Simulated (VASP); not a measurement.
A run of VASP 6.6.1 is set up as follows.

INCAR

```
ALGO = Normal ; EDIFF = 1E-7
ENCUT = 520 ; GGA = CA
ISIF = 2 ; ISMEAR = -1
LASPH = T ; LCHARG = F
LREAL = F ; LWAVE = F
NBANDS = 28 ; NELM = 60
PREC = Accurate ; SIGMA = 0.15
```

KPOINTS

```
k-points
0
Gamma
  6 6 6
```

Contents of POSCAR:

```
SrAgO3
1.0
    4.0757064678      0.0000000000      0.0000000000
    0.0000000000      4.0757064678      0.0000000000
    0.0000000000      0.0000000000      4.0757064678
Sr Ag O
1 1 3
Direct
    0.0000000000      0.0000000000      0.0000000000
    0.5000000000      0.5000000000      0.5000000000
    0.5000000000      0.5000000000      0.0000000000
    0.5000000000      0.0000000000      0.5000000000
    0.0000000000      0.5000000000      0.5000000000
```

Potentials or basis: VASP PAW LDA potentials, release 64 (Sr_sv, Ag, O).

Run with:

```console
$ cat potpaw_LDA.64/Sr_sv/POTCAR potpaw_LDA.64/Ag/POTCAR potpaw_LDA.64/O/POTCAR > POTCAR
$ mpirun -np 1 vasp_std > vasp.out
```

Problem. Estimate the pressure.

Solution. -8.8 GPa.

Caveat: an odd number of electrons without spin polarisation forces a metal; a magnetic or distorted state may lie lower.
